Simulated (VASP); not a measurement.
# TiO2 (C2/c) in VASP: further runs

TiO2 is run at these levels: LDA; tasks: single point.

All numbers are computed with VASP 6.6.1; they aren't measurements. Logs are shortened: lines on timing, memory, paths and dates and some standing lists are left out, and cuts for length are marked.

## Step 1: The cell of the first run

Symmetry: C2/c, No. 15, monoclinic system. The conventional cell has a = 5.288 Å, b = 5.288 Å, c = 5.373 Å, α = 90.00°, β = 118.35°, γ = 90.00°. Within 2.5 Å of Ti (site symmetry 2) lie 6 O at 1.91 to 1.97 Å. Within 2.5 Å of O (site symmetry 1) lie 3 Ti at 1.91 to 1.97 Å and 2 O at 2.44 Å.

## Step 2: Single point, LDA

Contents of INCAR:

```
SYSTEM = TiO2
PREC = Accurate
ENCUT = 520
EDIFF = 1E-6
ISMEAR = 0
SIGMA = 0.02
LREAL = .False.
LASPH = .True.
NELM = 60
ALGO = Normal
ISIF = 2
LWAVE = .False.
LCHARG = .False.
NBANDS = 60
```

Contents of KPOINTS:

```
regular mesh
0
Gamma
  6 6 6
  0 0 0
```

Contents of POSCAR:

```
TiO2
1.0
    5.2880834838      0.0000000000      0.0000000000
    0.0000000000      5.2879688442      0.0000000000
   -2.7370539543      0.0000000000      4.7282720145
Ti O
4 8
Direct
    0.5000000000      0.3795070801      0.2500000000
    0.5000000000      0.6204929199      0.7500000000
    0.0000000000      0.8795070801      0.2500000000
    0.0000000000      0.1204929199      0.7500000000
    0.2064179425      0.8711412755      0.6657394099
    0.7935820575      0.1288587245      0.3342605901
    0.7935820575      0.8711412755      0.8342605901
    0.2064179425      0.1288587245      0.1657394099
    0.7064179425      0.3711412755      0.6657394099
    0.2935820575      0.6288587245      0.3342605901
    0.2935820575      0.3711412755      0.8342605901
    0.7064179425      0.6288587245      0.1657394099
```

Potentials or basis: VASP PAW LDA potentials, release 64 (Ti_sv, O).

Started as:

```bash
cat potpaw_LDA.64/Ti_sv/POTCAR potpaw_LDA.64/O/POTCAR > POTCAR
mpirun -np 1 vasp_std > vasp.out
```

OUTCAR:

```text
SYSTEM = TiO2
   PREC = Accurate
   ENCUT = 520
   EDIFF = 1E-6
   ISMEAR = 0
   LREAL = .False.
   LASPH = .True.
   NELM = 60
   ISIF = 2

 ion  position               nearest neighbor table
   1  0.500  0.380  0.250-  10 1.91  12 1.91   6 1.91   8 1.91  11 1.97   9 1.97
   2  0.500  0.620  0.750-   9 1.91  11 1.91   5 1.91   7 1.91  10 1.97  12 1.97
   3  0.000  0.880  0.250-   6 1.91   8 1.91  10 1.91  12 1.91   7 1.97   5 1.97
   4  0.000  0.120  0.750-   5 1.91   7 1.91   9 1.91  11 1.91   6 1.97   8 1.97
   5  0.206  0.871  0.666-   4 1.91   2 1.91   3 1.97
   6  0.794  0.129  0.334-   3 1.91   1 1.91   4 1.97
   7  0.794  0.871  0.834-   4 1.91   2 1.91   3 1.97
   8  0.206  0.129  0.166-   3 1.91   1 1.91   4 1.97
   9  0.706  0.371  0.666-   2 1.91   4 1.91   1 1.97
  10  0.294  0.629  0.334-   1 1.91   3 1.91   2 1.97
  11  0.294  0.371  0.834-   2 1.91   4 1.91   1 1.97
  12  0.706  0.629  0.166-   1 1.91   3 1.91   2 1.97

  LATTYP: Found a simple monoclinic cell.
 ALAT       =     5.2880834838
 B/A-ratio  =     0.9999783211
 C/A-ratio  =     1.0159732456
 COS(beta)  =    -0.4748264592

  Lattice vectors:

 A1 = (   5.2880834838,   0.0000000000,   0.0000000000)
 A2 = (   0.0000000000,  -5.2879688442,   0.0000000000)
 A3 = (  -2.5510295295,   0.0000000000,  -4.7282720145)

Analysis of symmetry for initial positions (statically):
=====================================================================
 Subroutine PRICEL returns following result:

  LATTYP: Found a base centered monoclinic cell.
 ALAT       =     5.2880834838
 B/A-ratio  =     0.9999783211
 C/A-ratio  =     1.0159732456
 COS(beta)  =    -0.4748264592

  Lattice vectors:

 A1 = (  -2.6440417419,   2.6439844221,   0.0000000000)
 A2 = (  -2.6440417419,  -2.6439844221,   0.0000000000)
 A3 = (   2.5510295295,   0.0000000000,   4.7282720145)

   2 primitive cells build up your supercell.

 Routine SETGRP: Setting up the symmetry group for a
 simple monoclinic supercell.

 Subroutine GETGRP returns: Found  4 space group operations
 (whereof  2 operations were pure point group operations)
 out of a pool of  4 trial point group operations.

The static configuration has the point symmetry S_2 .
 The point group associated with its full space group is C_2h.

Analysis of symmetry for dynamics (positions and initial velocities):
=====================================================================
 Subroutine PRICEL returns following result:

  LATTYP: Found a base centered monoclinic cell.
 ALAT       =     5.2880834838
 B/A-ratio  =     0.9999783211
 C/A-ratio  =     1.0159732456
 COS(beta)  =    -0.4748264592

  Lattice vectors:

 A1 = (  -2.6440417419,   2.6439844221,   0.0000000000)
 A2 = (  -2.6440417419,  -2.6439844221,   0.0000000000)
 A3 = (   2.5510295295,   0.0000000000,   4.7282720145)

   2 primitive cells build up your supercell.

 Routine SETGRP: Setting up the symmetry group for a
 simple monoclinic supercell.

 Subroutine GETGRP returns: Found  4 space group operations
 (whereof  2 operations were pure point group operations)
 out of a pool of  4 trial point group operations.

The dynamic configuration has the point symmetry S_2 .
 The point group associated with its full space group is C_2h.

 Subroutine INISYM returns: Found  4 space group operations
 (whereof  2 operations are pure point group operations),
 and found     2 'primitive' translations

----------------------------------------------------------------------------------------

                                     Primitive cell

  volume of cell :      66.1089

  direct lattice vectors                    reciprocal lattice vectors
    -2.644041742  2.643984422  0.000000000    -0.189104428  0.189108527  0.102026909
    -2.644041742 -2.643984422  0.000000000    -0.189104428 -0.189108527  0.102026909
     2.551029530  0.000000000  4.728272014     0.000000000  0.000000000  0.211493754

  length of vectors
     3.739199160  3.739199160  5.372551340     0.286237681  0.286237681  0.211493754

  position of ions in fractional coordinates (direct lattice)
     0.129507080  0.370492920  0.250000000
     0.870492920  0.629507080  0.750000000
     0.330462743  0.588180192  0.665739410
     0.669537257  0.411819808  0.334260590
     0.911819808  0.169537257  0.834260590
     0.088180192  0.830462743  0.165739410

  ion indices of the primitive-cell ions
   primitive index   ion index
                 1           1
                 2           2
                 3           9
                 4          10
                 5          11
                 6          12

----------------------------------------------------------------------------------------

 KPOINTS: regular mesh

Automatic generation of k-mesh.
 Grid dimensions read from file:
 generate k-points for:    6    6    6

 Generating k-lattice:

  Cartesian coordinates                     Fractional coordinates (reciprocal lattice)
     0.031517405  0.000000000  0.018244474     0.166666667  0.000000000 -0.000000000
     0.000000000  0.031518088  0.000000000     0.000000000  0.166666667  0.000000000
     0.000000000  0.000000000  0.035248959     0.000000000  0.000000000  0.166666667

  Length of vectors
     0.036417134  0.031518088  0.035248959

  Shift w.r.t. Gamma in fractional coordinates (k-lattice)
     0.000000000  0.000000000  0.000000000

 Subroutine IBZKPT returns following result:
 ===========================================

 Found     80 irreducible k-points:

 Following reciprocal coordinates:
            Coordinates               Weight
  0.000000  0.000000  0.000000      1.000000
  0.166667  0.000000 -0.000000      2.000000
  0.333333  0.000000 -0.000000      2.000000
  0.500000  0.000000 -0.000000      1.000000
  0.000000  0.166667  0.000000      2.000000
  0.166667  0.166667 -0.000000      4.000000
[... 16 lines left out ...]
  0.000000  0.166667  0.166667      4.000000
  0.166667  0.166667  0.166667      4.000000
 [... further k-points ...]
   k-points           NKPTS =     80   k-points in BZ     NKDIM =     80   number of bands    NBANDS=     60
   number of dos      NEDOS =    301   number of ions     NIONS =     12
   total plane-waves  NPLWV =  67200
   dimension x,y,z NGX =    40 NGY =   40 NGZ =   42
   dimension x,y,z NGXF=    80 NGYF=   80 NGZF=   84
   ions per type =               4   8
   NGX,Y,Z   is equivalent  to a cutoff of  12.58, 12.58, 12.78 a.u.
   NGXF,Y,Z  is equivalent  to a cutoff of  25.15, 25.15, 25.56 a.u.
 SYSTEM =  TiO2
   PREC   = accura    normal or accurate (medium, high low for compatibility)
   ISTART =      0    job   : 0-new  1-cont  2-samecut
   ICHARG =      2    charge: 1-file 2-atom 10-const
   ISPIN  =      1    spin polarized calculation?
   LNONCOLLINEAR =      F non collinear calculations
   LSORBIT =      F    spin-orbit coupling
   LASPH  =      T    aspherical Exc in radial PAW
   ENCUT  =  520.0 eV  38.22 Ry    6.18 a.u.   9.83  9.83 10.16*2*pi/ulx,y,z
   NELM   =     60;   NELMIN=  2; NELMDL= -5     # of ELM steps
   EDIFF  = 0.1E-05   stopping-criterion for ELM
   LREAL  =      F    real-space projection
   EDIFFG = 0.1E-04   stopping-criterion for IOM
   NSW    =      0    number of steps for IOM
   IBRION =     -1    ionic relax: 0-MD 1-quasi-New 2-CG
   NFREE  =      0    steps in history (QN), initial steepest desc. (CG)
   ISIF   =      2    stress and relaxation
   ISYM   =      2    0-nonsym 1-usesym 2-fastsym
   POTIM  = 0.5000    time-step for ionic-motion
   TEBEG  =    0.0;   TEEND  =   0.0 temperature during run
   PSTRESS=    0.0 pullay stress
   NELECT =      96.0000    total number of electrons
   NUPDOWN=      -1.0000    fix difference up-down
   EMIN   =  10.00;   EMAX   =-10.00  energy-range for DOS
   EFERMI =   0.00;   METHOD = LEGACY
   ISMEAR =     0;   SIGMA  =   0.02  broadening in eV -4-tet -1-fermi 0-gaus
   EFERMI_NEDOS =   21; number of points for ismear=-14 and -15
   IALGO  =     38    algorithm
   IMIX   =      4    mixing-type and parameters
     AMIX     =   0.40;   BMIX     =  1.00
     AMIX_MAG =   1.60;   BMIX_MAG =  1.00
  volume/ion in A,a.u.               =      11.02        74.35
  Fermi-wavevector in a.u.,A,eV,Ry     =   1.471416  2.780572 29.457483  2.165064
  Thomas-Fermi vector in A             =   2.586554
   LORBIT       =      0    0 simple, 1 ext, 2 COOP (PROOUT), +10 PAW based schemes
   GGA     = CA    functional components
   LHFCALC =     F    Hartree Fock is set to
   AEXX    =    0.0000 exact exchange contribution
   IVDW    =     0    specifies the selected vdW correction
   LEPSILON=     F    determine dielectric tensor
   LRPA    =     F    only Hartree local field effects (RPA)
 non-spin polarized calculation
 Gauss-broadening in eV      SIGMA  =   0.02
  energy-cutoff  :      520.00
  volume of cell :      132.22
 maximum number of plane-waves:      3578
   NGX = 19   NGY = 19   NGZ = 21

 number of electron      96.0000026 magnetization

 Free energy of the ion-electron system (eV)
  ---------------------------------------------------
  ext. energy  EPLUGINS =         0.00000000
  ---------------------------------------------------
  free energy    TOTEN  =      -117.66250221 eV

  energy without entropy =     -117.66250221  energy(sigma->0) =     -117.66250221

 E-fermi :   3.5495     XC(G=0): -11.4963

 val. band max:        3.3827043464   @ k =   0.0000   0.1667   0.0000
 cond. band min:       5.4483457470   @ k =   0.0000   0.0000   0.0000
 fundamental gap:      2.0656414006
 Fermi energy:         3.5494530419

 k-point     1 :       0.0000    0.0000    0.0000
  band No.  band energies     occupation
      1     -52.1671      2.00000
      2     -52.1245      2.00000
      3     -52.1243      2.00000
      4     -52.0935      2.00000
      5     -29.0941      2.00000
      6     -29.0530      2.00000
[... 1501 lines left out ...]
     59       8.1894      0.00000
     60       8.2570      0.00000

 [... further k-points ...]

------------------------ aborting loop because EDIFF is reached ----------------------------------------

  FORCE on cell =-STRESS in cart. coord.  units (eV):
  Direction    XX          YY          ZZ          XY          YZ          ZX
  --------------------------------------------------------------------------------------
  -------------------------------------------------------------------------------------
  Total        1.0242309      1.0492092      1.0495641      0.0000000      0.0000000      0.7307366
  in kB       12.4113439     12.7140242     12.7183243      0.0000000      0.0000000      8.8548624
  external PRESSURE =      12.6145641 kB  Pullay stress =       0.0000000 kB

 VOLUME and BASIS-vectors are now :
 -----------------------------------------------------------------------------
  energy-cutoff  :      520.00
  volume of cell :      132.22
      direct lattice vectors                 reciprocal lattice vectors
     5.288083484  0.000000000  0.000000000     0.189104428  0.000000000  0.109466845
     0.000000000  5.287968844  0.000000000     0.000000000  0.189108527  0.000000000
    -2.737053954  0.000000000  4.728272014     0.000000000  0.000000000  0.211493754

 POSITION                                       TOTAL-FORCE (eV/Angst)
 -----------------------------------------------------------------------------------
      1.95978      2.00682      1.18207         0.000000     -0.000462      0.000000
      0.59125      3.28115      3.54620         0.000000      0.000462     -0.000000
     -0.68426      4.65081      1.18207        -0.000000     -0.000462      0.000000
     -2.05279      0.63716      3.54620        -0.000000      0.000462      0.000000
     -0.73061      4.60657      3.14780         0.000967     -0.003016      0.033559
      3.28164      0.68140      1.58047        -0.000967      0.003016     -0.033559
      1.91311      4.60657      3.94461        -0.000967     -0.003016     -0.033559
      0.63792      0.68140      0.78366         0.000967      0.003016      0.033559
      1.91343      1.96258      3.14780         0.000967     -0.003016      0.033559
      0.63760      3.32539      1.58047        -0.000967      0.003016     -0.033559
     -0.73093      1.96258      3.94461        -0.000967     -0.003016     -0.033559
      3.28196      3.32539      0.78366         0.000967      0.003016      0.033559
 -----------------------------------------------------------------------------------
    total drift:                               -0.000000     -0.000000      0.000000

  FREE ENERGIE OF THE ION-ELECTRON SYSTEM (eV)
  ---------------------------------------------------
  free  energy   TOTEN  =      -117.6625022091 eV

  energy  without entropy=     -117.6625022091  energy(sigma->0) =     -117.66250221
```

Run time: 13 min. Hardware: 1 thread of Intel Xeon Platinum 8259CL at 2.50GHz (Skylake/Cascade Lake), shared host; peak memory 0.51 GiB.

What came out:

- Free energy: -117.6625 eV
- Pressure: 1.3 GPa
- Largest force: 0.034 eV/Å
- Band gap on the k mesh: 2.07 eV

Forces in eV/Å, atoms in the order of the input:
```
Ti   0.000  0.000  0.000
Ti   0.000  0.000  0.000
Ti   0.000  0.000  0.000
Ti   0.000  0.000  0.000
O    0.001 -0.003  0.034
O   -0.001  0.003 -0.034
O   -0.001 -0.003 -0.034
O    0.001  0.003  0.034
O    0.001 -0.003  0.034
O   -0.001  0.003 -0.034
O   -0.001 -0.003 -0.034
O    0.001  0.003  0.034
```

Stress tensor (GPa, compression positive):
```
1.24 0.00 0.89
0.00 1.27 0.00
0.89 0.00 1.27
```

Levels at points of the mesh, in eV from the valence-band top:
```csv
k point,band 44,band 45,band 46,band 47,band 48,band 49,band 50,band 51,band 52,band 53
"(0.00, 0.00, 0.00)",-0.76,-0.51,-0.51,-0.05,-0.04,2.07,2.86,3.36,3.43,3.81
"(0.50, 0.00, 0.00)",-0.97,-0.80,-0.80,-0.29,-0.29,3.04,3.04,3.36,3.36,3.41
"(0.00, 0.50, 0.00)",-1.01,-0.62,-0.62,-0.26,-0.26,2.98,2.98,3.18,3.18,3.59
"(0.50, 0.50, 0.00)",-1.03,-0.82,-0.82,-0.66,-0.66,3.26,3.26,3.63,3.63,3.65
"(0.00, 0.00, 0.50)",-1.29,-0.12,-0.12,-0.05,-0.05,2.45,2.45,3.40,3.40,3.86
"(0.50, 0.00, 0.50)",-0.94,-0.74,-0.74,-0.27,-0.27,2.96,2.96,3.35,3.35,3.47
"(0.00, 0.50, 0.50)",-1.30,-0.43,-0.43,-0.43,-0.43,3.14,3.14,3.14,3.14,3.61
"(0.50, 0.50, 0.50)",-1.05,-0.82,-0.82,-0.66,-0.66,3.30,3.30,3.62,3.62,3.63
```

A k mesh can miss the band edges.

## Step 3: Single point, LDA (strain along c alone, the other axes held: -3.0 %, then relaxed in part)

Contents of INCAR:

```
SYSTEM = TiO2
  PREC = Accurate
  ENCUT = 520
  EDIFF = 1E-6
  ISMEAR = 0
  SIGMA = 0.02
  LREAL = .False.
  LASPH = .True.
  NELM = 60
  ALGO = Normal
  ISIF = 2
  LWAVE = .False.
  LCHARG = .False.
  NBANDS = 60
```

KPOINTS is that of step 2.

Contents of POSCAR:

```
TiO2
1.0
    5.2503266020      0.0000000000      0.0675593238
    0.0000000000      5.2879688278      0.0000000000
   -2.5632133707      0.0000000000      4.5864239630
Ti O
4 8
Direct
    0.5000000000      0.3683347393      0.2500000000
    0.5000000000      0.6316652607      0.7500000000
    0.0000000000      0.8683347393      0.2500000000
    0.0000000000      0.1316652607      0.7500000000
    0.2119944910      0.8792924545      0.6716886772
    0.7880055090      0.1207075455      0.3283113228
    0.7880055090      0.8792924545      0.8283113228
    0.2119944910      0.1207075455      0.1716886772
    0.7119944910      0.3792924545      0.6716886772
    0.2880055090      0.6207075455      0.3283113228
    0.2880055090      0.3792924545      0.8283113228
    0.7119944910      0.6207075455      0.1716886772
```

Potentials or basis: VASP PAW LDA potentials, release 64 (Ti_sv, O).

Started as:

```bash
cat potpaw_LDA.64/Ti_sv/POTCAR potpaw_LDA.64/O/POTCAR > POTCAR
mpirun -np 1 vasp_std > vasp.out
```

It took 9.4 min on 1 thread of Intel Xeon Platinum 8259CL at 2.50GHz (Skylake/Cascade Lake), shared host; peak memory 0.5 GiB.

The run converged. Its results:

- Free energy: -117.5536 eV
- Pressure: 7.3 GPa
- Largest force: 0.041 eV/Å
- Band gap on the k mesh: 2.00 eV

Forces on the atoms (eV/Å):
```
Ti   0.000  0.007  0.000
Ti   0.000 -0.007  0.000
Ti   0.000  0.007  0.000
Ti   0.000 -0.007  0.000
O   -0.004  0.008  0.040
O    0.004 -0.008 -0.040
O    0.004  0.008 -0.040
O   -0.004 -0.008  0.040
O   -0.004  0.008  0.040
O    0.004 -0.008 -0.040
O    0.004  0.008 -0.040
O   -0.004 -0.008  0.040
```

Stress tensor (GPa, compression positive):
```
 7.76  0.00 -1.07
 0.00  6.92  0.00
-1.07  0.00  7.30
```

Levels at points of the mesh, in eV from the valence-band top:
| k point | band 44 | band 45 | band 46 | band 47 | band 48 | band 49 | band 50 | band 51 | band 52 | band 53 |
| --- | --- | --- | --- | --- | --- | --- | --- | --- | --- | --- |
| (0.00, 0.00, 0.00) | -0.74 | -0.64 | -0.58 | -0.04 | -0.02 | 2.00 | 2.90 | 3.48 | 3.56 | 3.89 |
| (0.50, 0.00, 0.00) | -0.99 | -0.82 | -0.82 | -0.36 | -0.36 | 2.95 | 2.95 | 3.44 | 3.44 | 3.52 |
| (0.00, 0.50, 0.00) | -1.01 | -0.70 | -0.70 | -0.33 | -0.33 | 3.06 | 3.06 | 3.20 | 3.20 | 3.58 |
| (0.50, 0.50, 0.00) | -1.17 | -0.86 | -0.86 | -0.68 | -0.68 | 3.34 | 3.34 | 3.55 | 3.55 | 3.69 |
| (0.00, 0.00, 0.50) | -1.36 | -0.19 | -0.19 | -0.04 | -0.04 | 2.43 | 2.43 | 3.54 | 3.54 | 3.89 |
| (0.50, 0.00, 0.50) | -0.99 | -0.90 | -0.90 | -0.39 | -0.39 | 3.06 | 3.06 | 3.42 | 3.42 | 3.47 |
| (0.00, 0.50, 0.50) | -1.44 | -0.47 | -0.47 | -0.47 | -0.47 | 3.15 | 3.15 | 3.15 | 3.15 | 3.72 |
| (0.50, 0.50, 0.50) | -1.14 | -0.86 | -0.86 | -0.69 | -0.69 | 3.24 | 3.24 | 3.60 | 3.60 | 3.75 |

Caveat: the cell differs from its parent crystal (strain along c alone, the other axes held: -3.0 %, then relaxed in part); the cell stands under pressure.
